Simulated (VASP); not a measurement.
# CO2 (Cmce) in VASP: notebook, part 2 of 3

VASP 6.6.1.

## (3) Single point, PBE (strained)

Contents of INCAR:

```
SYSTEM = CO2
PREC = Accurate ; ENCUT = 520
EDIFF = 1E-6 ; ISMEAR = 0
SIGMA = 0.02 ; LREAL = .False.
LASPH = .True. ; NELM = 100
ALGO = Normal ; ISIF = 2
LWAVE = .False. ; LCHARG = .True.
GGA = PE ; LELF = .True.
LVHAR = .True. ; NBANDS = 25
```

Contents of KPOINTS:

```
Automatic mesh
0
Gamma
  6 6 4
  0 0 0
```

Contents of POSCAR:

```
CO2
1.0
    2.5648207041     -2.3320864427      0.0000000000
    2.5648207041      2.3320864427      0.0000000000
    0.0000000000      0.0000000000      6.5208420587
C O
2 4
Direct
    0.0000000000      0.0000000000      0.0000000000
    0.5000000000      0.5000000000      0.5000000000
    0.8040402470      0.1959597530      0.8971265111
    0.1959597530      0.8040402470      0.1028734889
    0.6959597530      0.3040402470      0.3971265111
    0.3040402470      0.6959597530      0.6028734889
```

Potentials or basis: VASP PAW PBE potentials, release 64 (C, O).

On the command line:

```
$ cat potpaw_PBE.64/C/POTCAR potpaw_PBE.64/O/POTCAR > POTCAR
$ mpirun -np 1 vasp_std > vasp.out
```

OUTCAR:

```text
SYSTEM = CO2
   PREC = Accurate
   ENCUT = 520
   EDIFF = 1E-6
   ISMEAR = 0
   LREAL = .False.
   LASPH = .True.
   NELM = 100
   ISIF = 2
   GGA = PE

 ion  position               nearest neighbor table
   1  0.000  0.000  0.000-   3 1.13   4 1.13
   2  0.500  0.500  0.500-   5 1.13   6 1.13
   3  0.804  0.196  0.897-   1 1.13
   4  0.196  0.804  0.103-   1 1.13
   5  0.696  0.304  0.397-   2 1.13
   6  0.304  0.696  0.603-   2 1.13

  LATTYP: Found a base centered orthorhombic cell.
 ALAT       =     4.6641728854
 B/A-ratio  =     1.0997965844
 C/A-ratio  =     1.3980704015

  Lattice vectors:

 A1 = (  -2.5648207041,  -2.3320864427,   0.0000000000)
 A2 = (   2.5648207041,  -2.3320864427,   0.0000000000)
 A3 = (   0.0000000000,   0.0000000000,   6.5208420587)

Analysis of symmetry for initial positions (statically):
=====================================================================
 Subroutine PRICEL returns:
 Original cell was already a primitive cell.

 Routine SETGRP: Setting up the symmetry group for a
 base centered orthorhombic supercell.

 Subroutine GETGRP returns: Found  8 space group operations
 (whereof  4 operations were pure point group operations)
 out of a pool of  8 trial point group operations.

The static configuration has the point symmetry C_2h.
 The point group associated with its full space group is D_2h.

Analysis of symmetry for dynamics (positions and initial velocities):
=====================================================================
 Subroutine PRICEL returns:
 Original cell was already a primitive cell.

 Routine SETGRP: Setting up the symmetry group for a
 base centered orthorhombic supercell.

 Subroutine GETGRP returns: Found  8 space group operations
 (whereof  4 operations were pure point group operations)
[... 130 lines left out ...]
     AMIX     =   0.40;   BMIX     =  1.00
     AMIX_MAG =   1.60;   BMIX_MAG =  1.00
  volume/ion in A,a.u.               =      13.00        87.74
  Fermi-wavevector in a.u.,A,eV,Ry     =   1.216409  2.298680 20.131880  1.479651
  Thomas-Fermi vector in A             =   2.351764
   LORBIT       =      0    0 simple, 1 ext, 2 COOP (PROOUT), +10 PAW based schemes
   GGA     = PE    functional components
   LHFCALC =     F    Hartree Fock is set to
   AEXX    =    0.0000 exact exchange contribution
   IVDW    =     0    specifies the selected vdW correction
   LEPSILON=     F    determine dielectric tensor
   LRPA    =     F    only Hartree local field effects (RPA)
 non-spin polarized calculation
 Gauss-broadening in eV      SIGMA  =   0.02
  energy-cutoff  :      520.00
  volume of cell :       78.01
 maximum number of plane-waves:      2123
 NGX is ok and might be reduce to    28
   NGX = 13   NGY = 13   NGZ = 25

 number of electron      31.9999973 magnetization

 Free energy of the ion-electron system (eV)
  ---------------------------------------------------
  ext. energy  EPLUGINS =         0.00000000
  ---------------------------------------------------
  free energy    TOTEN  =       -45.51422197 eV

  energy without entropy =      -45.51422197  energy(sigma->0) =      -45.51422197

 E-fermi :  -2.6473     XC(G=0):  -8.4104

 val. band max:       -2.7420207983   @ k =   0.5000   0.5000   0.0000
 cond. band min:       4.2335483179   @ k =   0.0000   0.0000   0.0000
 fundamental gap:      6.9755691161
 Fermi energy:        -2.6472956505

 k-point     1 :       0.0000    0.0000    0.0000
  band No.  band energies     occupation
      1     -24.0934      2.00000
      2     -23.9253      2.00000
      3     -22.8590      2.00000
      4     -22.7824      2.00000
      5      -8.0437      2.00000
      6      -7.9310      2.00000
[... 661 lines left out ...]
     24      11.2100      0.00000
     25      11.7212      0.00000

 [... further k-points ...]

------------------------ aborting loop because EDIFF is reached ----------------------------------------

  FORCE on cell =-STRESS in cart. coord.  units (eV):
  Direction    XX          YY          ZZ          XY          YZ          ZX
  --------------------------------------------------------------------------------------
  -------------------------------------------------------------------------------------
  Total        1.5438235     15.2109788      8.6242613      0.0000000      0.0000000      0.0000000
  in kB       31.7082947    312.4153847    177.1320534      0.0000000      0.0000000      0.0000000
  external PRESSURE =     173.7519109 kB  Pullay stress =       0.0000000 kB

 VOLUME and BASIS-vectors are now :
 -----------------------------------------------------------------------------
  energy-cutoff  :      520.00
  volume of cell :       78.01
      direct lattice vectors                 reciprocal lattice vectors
     2.564820704 -2.332086443  0.000000000     0.194945401 -0.214400286  0.000000000
     2.564820704  2.332086443  0.000000000     0.194945401  0.214400286  0.000000000
     0.000000000  0.000000000  6.520842059     0.000000000  0.000000000  0.153354427

 POSITION                                       TOTAL-FORCE (eV/Angst)
 -----------------------------------------------------------------------------------
      0.00000      0.00000      0.00000         0.000000      0.000000     -0.000000
      2.56482      0.00000      3.26042         0.000000      0.000000     -0.000000
      2.56482     -1.41810      5.85002         0.000000      3.814712     -2.849265
      2.56482      1.41810      0.67082         0.000000     -3.814712      2.849265
      2.56482     -0.91399      2.58960         0.000000     -3.814712     -2.849265
      2.56482      0.91399      3.93124         0.000000      3.814712      2.849265
 -----------------------------------------------------------------------------------
    total drift:                                0.000000      0.000000      0.000000

  FREE ENERGIE OF THE ION-ELECTRON SYSTEM (eV)
  ---------------------------------------------------
  free  energy   TOTEN  =       -45.5142219684 eV

  energy  without entropy=      -45.5142219684  energy(sigma->0) =      -45.51422197
```

Run time: 93 s. Hardware: 1 thread of Intel Xeon 8259CL, shared host; peak memory 0.21 GiB.

Results:

| Property | Result |
| --- | --- |
| Free energy | -45.5142 eV |
| Pressure | 17.4 GPa |
| Largest force | 4.761 eV/Å |
| Band gap on the k mesh | 6.98 eV (least direct gap 7.65 eV) |

Forces on the atoms (eV/Å):
```
C    0.000  0.000  0.000
C    0.000  0.000  0.000
O    0.000  3.815 -2.849
O    0.000 -3.815  2.849
O    0.000 -3.815 -2.849
O    0.000  3.815  2.849
```

Stress tensor (GPa, compression positive):
```
 3.17  0.00  0.00
 0.00 31.24  0.00
 0.00  0.00 17.71
```

Levels at points of the mesh, in eV from the valence-band top:
| k point | band 13 | band 14 | band 15 | band 16 | band 17 | band 18 | band 19 | band 20 |
| --- | --- | --- | --- | --- | --- | --- | --- | --- |
| (0.00, 0.00, 0.00) | -1.10 | -0.99 | -0.75 | -0.67 | 6.98 | 7.53 | 8.24 | 8.25 |
| (0.50, 0.00, 0.00) | -0.80 | -0.80 | -0.30 | -0.30 | 8.04 | 8.04 | 9.19 | 9.19 |
| (0.50, 0.50, 0.00) | -1.07 | -0.64 | -0.41 | 0.00 | 8.32 | 9.51 | 9.66 | 9.67 |
| (0.00, 0.00, 0.50) | -0.92 | -0.92 | -0.81 | -0.81 | 7.88 | 7.88 | 8.04 | 8.04 |
| (0.50, 0.00, 0.50) | -0.87 | -0.87 | -0.26 | -0.26 | 8.12 | 8.12 | 9.25 | 9.25 |
| (0.50, 0.50, 0.50) | -0.76 | -0.76 | -0.30 | -0.30 | 8.94 | 8.94 | 9.58 | 9.58 |

Caveat: the cell differs from its parent crystal (strained); the stress differs along the axes, from 3 to 31 GPa; this functional lacks dispersion, which holds the molecules together, so the pressure and a relaxed volume are unreliable; forces of over 1 eV/Å act on the atoms, so gaps and moduli don't describe the material at rest. A k mesh can miss the band edges.

## (4) Single point, PBE (strained)

Contents of INCAR:

```
SYSTEM = CO2
PREC = Accurate
ENCUT = 520
EDIFF = 1E-6
ISMEAR = 0
SIGMA = 0.02
LREAL = .False.
LASPH = .True.
NELM = 100
ALGO = Normal
ISIF = 2
LWAVE = .False.
LCHARG = .False.
GGA = PE
NBANDS = 25
```

KPOINTS is that of step 3.

Contents of POSCAR:

```
CO2
1.0
    2.5724912058     -2.3664169401      0.0000000000
    2.5724912058      2.3664169401      0.0000000000
    0.0000000000      0.0000000000      6.4323104279
C O
2 4
Direct
    0.0000000000      0.0000000000      0.0000000000
    0.5000000000      0.5000000000      0.5000000000
    0.7988256533      0.2011743467      0.8915293168
    0.2011743467      0.7988256533      0.1084706832
    0.7011743467      0.2988256533      0.3915293168
    0.2988256533      0.7011743467      0.6084706832
```

On the command line:

```
$ cat potpaw_PBE.64/C/POTCAR potpaw_PBE.64/O/POTCAR > POTCAR
$ mpirun -np 1 vasp_std > vasp.out
```

Run time: 1.8 min. Hardware: 1 thread of Intel Xeon 8259CL, shared host; peak memory 0.21 GiB.

It converged, with:

| Item | Value |
| --- | --- |
| Free energy | -45.8744 eV |
| Pressure | 0.8 GPa |
| Largest force | 0.711 eV/Å |
| Band gap on the k mesh | 6.48 eV (least direct gap 7.14 eV) |

Forces in eV/Å, atoms in the order of the input:
```
C    0.000  0.000  0.000
C    0.000  0.000  0.000
O    0.000 -0.584  0.405
O    0.000  0.584 -0.405
O    0.000  0.584  0.405
O    0.000 -0.584 -0.405
```

Stress tensor (GPa, compression positive):
```
 3.40  0.00  0.00
 0.00 -1.67  0.00
 0.00  0.00  0.53
```

Levels at points of the mesh, in eV from the valence-band top:
```csv
k point,band 12,band 13,band 14,band 15,band 16,band 17,band 18,band 19,band 20,band 21
"(0.00, 0.00, 0.00)",-3.33,-1.15,-1.09,-0.73,-0.66,6.48,6.66,7.32,7.40,8.42
"(0.50, 0.00, 0.00)",-3.57,-0.82,-0.82,-0.33,-0.33,7.18,7.18,8.28,8.28,9.73
"(0.50, 0.50, 0.00)",-3.53,-1.16,-0.73,-0.39,0.00,7.44,8.59,8.68,8.74,10.01
"(0.00, 0.00, 0.50)",-3.39,-0.94,-0.94,-0.85,-0.85,7.02,7.02,7.60,7.60,7.97
"(0.50, 0.00, 0.50)",-3.50,-0.91,-0.91,-0.29,-0.29,7.26,7.26,8.33,8.33,9.55
"(0.50, 0.50, 0.50)",-4.01,-0.80,-0.80,-0.34,-0.34,8.06,8.06,8.63,8.63,10.93
```

Caveat: the cell differs from its parent crystal (strained); the stress differs along the axes, from -2 to 3 GPa; this functional lacks dispersion, which holds the molecules together, so the pressure and a relaxed volume are unreliable. A k mesh can miss the band edges.

## (5) Single point, PBE (strained)

Contents of INCAR:

```
SYSTEM = CO2
PREC = Accurate ; ENCUT = 520
EDIFF = 1E-6 ; ISMEAR = 0
SIGMA = 0.02 ; LREAL = .False.
LASPH = .True. ; NELM = 80
ALGO = Normal ; ISIF = 2
LWAVE = .False. ; LCHARG = .False.
GGA = PE ; NBANDS = 25
```

KPOINTS is that of step 4.

Contents of POSCAR:

```
CO2
1.0
    2.5439706463     -2.3729583562      0.0000000000
    2.5439706463      2.3729583562      0.0000000000
    0.0000000000      0.0000000000      6.5627364911
C O
2 4
Direct
    0.0000000000      0.0000000000      0.0000000000
    0.5000000000      0.5000000000      0.5000000000
    0.8037275107      0.1962724893      0.8808713160
    0.1962724893      0.8037275107      0.1191286840
    0.6962724893      0.3037275107      0.3808713160
    0.3037275107      0.6962724893      0.6191286840
```

Potentials or basis: VASP PAW PBE potentials, release 64 (C, O).

On the command line:

```
$ cat potpaw_PBE.64/C/POTCAR potpaw_PBE.64/O/POTCAR > POTCAR
$ mpirun -np 1 vasp_std > vasp.out
```

OUTCAR:

```text
SYSTEM = CO2
   PREC = Accurate
   ENCUT = 520
   EDIFF = 1E-6
   ISMEAR = 0
   LREAL = .False.
   LASPH = .True.
   NELM = 80
   ISIF = 2
   GGA = PE

 ion  position               nearest neighbor table
   1  0.000  0.000  0.000-   3 1.22   4 1.22
   2  0.500  0.500  0.500-   5 1.22   6 1.22
   3  0.804  0.196  0.881-   1 1.22
   4  0.196  0.804  0.119-   1 1.22
   5  0.696  0.304  0.381-   2 1.22
   6  0.304  0.696  0.619-   2 1.22

  LATTYP: Found a base centered orthorhombic cell.
 ALAT       =     4.7459167124
 B/A-ratio  =     1.0720671265
 C/A-ratio  =     1.3828174595

  Lattice vectors:

 A1 = (  -2.5439706463,  -2.3729583562,   0.0000000000)
 A2 = (   2.5439706463,  -2.3729583562,   0.0000000000)
 A3 = (   0.0000000000,   0.0000000000,   6.5627364911)

Analysis of symmetry for initial positions (statically):
=====================================================================
 Subroutine PRICEL returns:
 Original cell was already a primitive cell.

 Routine SETGRP: Setting up the symmetry group for a
 base centered orthorhombic supercell.

 Subroutine GETGRP returns: Found  8 space group operations
 (whereof  4 operations were pure point group operations)
 out of a pool of  8 trial point group operations.

The static configuration has the point symmetry C_2h.
 The point group associated with its full space group is D_2h.

Analysis of symmetry for dynamics (positions and initial velocities):
=====================================================================
 Subroutine PRICEL returns:
 Original cell was already a primitive cell.

 Routine SETGRP: Setting up the symmetry group for a
 base centered orthorhombic supercell.

 Subroutine GETGRP returns: Found  8 space group operations
 (whereof  4 operations were pure point group operations)
[... 130 lines left out ...]
     AMIX     =   0.40;   BMIX     =  1.00
     AMIX_MAG =   1.60;   BMIX_MAG =  1.00
  volume/ion in A,a.u.               =      13.21        89.12
  Fermi-wavevector in a.u.,A,eV,Ry     =   1.210094  2.286746 19.923384  1.464327
  Thomas-Fermi vector in A             =   2.345651
   LORBIT       =      0    0 simple, 1 ext, 2 COOP (PROOUT), +10 PAW based schemes
   GGA     = PE    functional components
   LHFCALC =     F    Hartree Fock is set to
   AEXX    =    0.0000 exact exchange contribution
   IVDW    =     0    specifies the selected vdW correction
   LEPSILON=     F    determine dielectric tensor
   LRPA    =     F    only Hartree local field effects (RPA)
 non-spin polarized calculation
 Gauss-broadening in eV      SIGMA  =   0.02
  energy-cutoff  :      520.00
  volume of cell :       79.24
 maximum number of plane-waves:      2154
 NGX is ok and might be reduce to    28
   NGX = 13   NGY = 13   NGZ = 25

 number of electron      31.9999986 magnetization

 Free energy of the ion-electron system (eV)
  ---------------------------------------------------
  ext. energy  EPLUGINS =         0.00000000
  ---------------------------------------------------
  free energy    TOTEN  =       -45.55403538 eV

  energy without entropy =      -45.55403538  energy(sigma->0) =      -45.55403538

 E-fermi :  -2.4224     XC(G=0):  -8.4945

 val. band max:       -2.6175609672   @ k =   0.5000   0.5000   0.0000
 cond. band min:       3.4785822805   @ k =   0.0000   0.0000   0.0000
 fundamental gap:      6.0961432477
 Fermi energy:        -2.4223580952

 k-point     1 :       0.0000    0.0000    0.0000
  band No.  band energies     occupation
      1     -23.1054      2.00000
      2     -22.8616      2.00000
      3     -21.8642      2.00000
      4     -21.7164      2.00000
      5      -8.1961      2.00000
      6      -8.1563      2.00000
[... 661 lines left out ...]
     24      11.1237      0.00000
     25      11.8377      0.00000

 [... further k-points ...]

------------------------ aborting loop because EDIFF is reached ----------------------------------------

  FORCE on cell =-STRESS in cart. coord.  units (eV):
  Direction    XX          YY          ZZ          XY          YZ          ZX
  --------------------------------------------------------------------------------------
  -------------------------------------------------------------------------------------
  Total        1.6234845     -9.3067353     -6.1259880      0.0000000      0.0000000      0.0000000
  in kB       32.8277832   -188.1874976   -123.8709738      0.0000000      0.0000000      0.0000000
  external PRESSURE =     -93.0768961 kB  Pullay stress =       0.0000000 kB

 VOLUME and BASIS-vectors are now :
 -----------------------------------------------------------------------------
  energy-cutoff  :      520.00
  volume of cell :       79.24
      direct lattice vectors                 reciprocal lattice vectors
     2.543970646 -2.372958356  0.000000000     0.196543148 -0.210707448  0.000000000
     2.543970646  2.372958356  0.000000000     0.196543148  0.210707448  0.000000000
     0.000000000  0.000000000  6.562736491     0.000000000  0.000000000  0.152375461

 POSITION                                       TOTAL-FORCE (eV/Angst)
 -----------------------------------------------------------------------------------
      0.00000      0.00000      0.00000         0.000000      0.000000      0.000000
      2.54397      0.00000      3.28137         0.000000      0.000000      0.000000
      2.54397     -1.44147      5.78093         0.000000     -2.903295      2.500154
      2.54397      1.44147      0.78181         0.000000      2.903295     -2.500154
      2.54397     -0.93149      2.49956         0.000000      2.903295      2.500154
      2.54397      0.93149      4.06318         0.000000     -2.903295     -2.500154
 -----------------------------------------------------------------------------------
    total drift:                                0.000000      0.000000      0.000000

  FREE ENERGIE OF THE ION-ELECTRON SYSTEM (eV)
  ---------------------------------------------------
  free  energy   TOTEN  =       -45.5540353830 eV

  energy  without entropy=      -45.5540353830  energy(sigma->0) =      -45.55403538
```

OSZICAR:

```text
N       E                     dE             d eps       ncg     rms          rms(c)
DAV:   1     0.160881169672E+03    0.16088E+03   -0.16976E+04  1950   0.119E+03
DAV:   2    -0.378904465720E+02   -0.19877E+03   -0.18878E+03  2699   0.269E+02
DAV:   3    -0.482049549348E+02   -0.10315E+02   -0.10248E+02  2295   0.625E+01
DAV:   4    -0.482910822443E+02   -0.86127E-01   -0.86068E-01  2469   0.658E+00
DAV:   5    -0.482921416286E+02   -0.10594E-02   -0.10592E-02  2400   0.715E-01    0.126E+01
DAV:   6    -0.457834848724E+02    0.25087E+01   -0.69341E+00  2119   0.197E+01    0.581E+00
DAV:   7    -0.456084561461E+02    0.17503E+00   -0.48420E-01  2329   0.528E+00    0.327E+00
DAV:   8    -0.455594729259E+02    0.48983E-01   -0.23660E-01  2392   0.291E+00    0.644E-01
DAV:   9    -0.455537444671E+02    0.57285E-02   -0.13445E-02  2378   0.889E-01    0.256E-01
DAV:  10    -0.455539152199E+02   -0.17075E-03   -0.42222E-03  2452   0.409E-01    0.457E-02
DAV:  11    -0.455540246357E+02   -0.10942E-03   -0.77071E-05  2181   0.659E-02    0.110E-02
DAV:  12    -0.455540352459E+02   -0.10610E-04   -0.10112E-05  2535   0.237E-02    0.305E-03
DAV:  13    -0.455540353830E+02   -0.13709E-06   -0.84847E-07  1635   0.652E-03
   1 F= -.45554035E+02 E0= -.45554035E+02  d E =-.333446E-45
```

It took 1.9 min on 1 thread of Intel Xeon 8259CL, shared host; peak memory 0.21 GiB.

Results:

```
Free energy            : -45.5540 eV
Pressure               : -9.3 GPa
Largest force          : 3.831 eV/Å
Band gap on the k mesh : 6.10 eV (least direct gap 6.68 eV)
```

Forces in eV/Å, atoms in the order of the input:
```
C    0.000  0.000  0.000
C    0.000  0.000  0.000
O    0.000 -2.903  2.500
O    0.000  2.903 -2.500
O    0.000  2.903  2.500
O    0.000 -2.903 -2.500
```

Levels at points of the mesh, in eV from the valence-band top:
```
           k point  band 13  band 14  band 15  band 16  band 17  band 18  band 19  band 20
(0.00, 0.00, 0.00)    -1.08    -1.07    -0.62    -0.58     6.10     6.18     6.61     6.91
(0.50, 0.00, 0.00)    -0.75    -0.75    -0.35    -0.35     6.62     6.62     7.71     7.71
(0.50, 0.50, 0.00)    -1.14    -0.88    -0.35     0.00     6.85     7.88     8.03     8.09
(0.00, 0.00, 0.50)    -0.83    -0.83    -0.83    -0.83     6.54     6.54     7.08     7.08
(0.50, 0.00, 0.50)    -0.85    -0.85    -0.29    -0.29     6.70     6.70     7.74     7.74
(0.50, 0.50, 0.50)    -0.77    -0.77    -0.41    -0.41     7.46     7.46     7.95     7.95
```

Caveat: the cell differs from its parent crystal (strained); the stress differs along the axes, from -19 to 3 GPa; this functional lacks dispersion, which holds the molecules together, so the pressure and a relaxed volume are unreliable; forces of over 1 eV/Å act on the atoms, so gaps and moduli don't describe the material at rest. A k mesh can miss the band edges.

(Continued in part 3 of 3.)
